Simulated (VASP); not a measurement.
A run of VASP 6.6.1 is set up as follows.

Contents of INCAR:

```
SYSTEM = CdSe
ALGO     = Normal         ! electronic algorithm
EDIFF    = 1E-6           ! SCF threshold, eV
ENCUT    = 520            ! plane-wave cutoff, eV
GGA      = PS             ! functional
ISIF     = 2              ! what is computed and relaxed
ISMEAR   = 0              ! smearing method
LASPH    = .True.         ! aspherical terms in the spheres
LCHARG   = .False.        ! write CHGCAR
LREAL    = .False.        ! projectors in reciprocal space
LWAVE    = .False.        ! write WAVECAR
NBANDS   = 16             ! bands
NELM     = 100            ! most SCF steps
PREC     = Accurate       ! precision mode
SIGMA    = 0.05           ! smearing width, eV
```

Contents of KPOINTS:

```
k-points
0
Gamma
  10 10 10
  0 0 0
```

The input POSCAR:

```
CdSe
1.0
    0.0000000000      2.7937329033      2.7937329033
    2.7937329033      0.0000000000      2.7937329033
    2.9496231993      2.9496231993     -0.1558902960
Cd Se
1 1
Direct
    0.0000000000      0.0000000000      0.0000000000
    0.7500000000      0.7500000000      0.7500000000
```

Potentials or basis: VASP PAW PBE potentials, release 64 (Cd, Se).

The run is started by

```sh
$ cat potpaw_PBE.64/Cd/POTCAR potpaw_PBE.64/Se/POTCAR > POTCAR
$ mpirun -np 1 vasp_std > vasp.out
```

Q: Estimate the pressure.

A: 15.3 GPa.

Q: Estimate the largest force.

A: 1.133 eV/Å.

Stress tensor (GPa, compression positive):
```
15.26 -4.20  4.20
-4.20 15.26  4.20
 4.20  4.20 15.26
```

Caveat: the PAW data sets were made with another functional, which shifts forces and pressure a little.
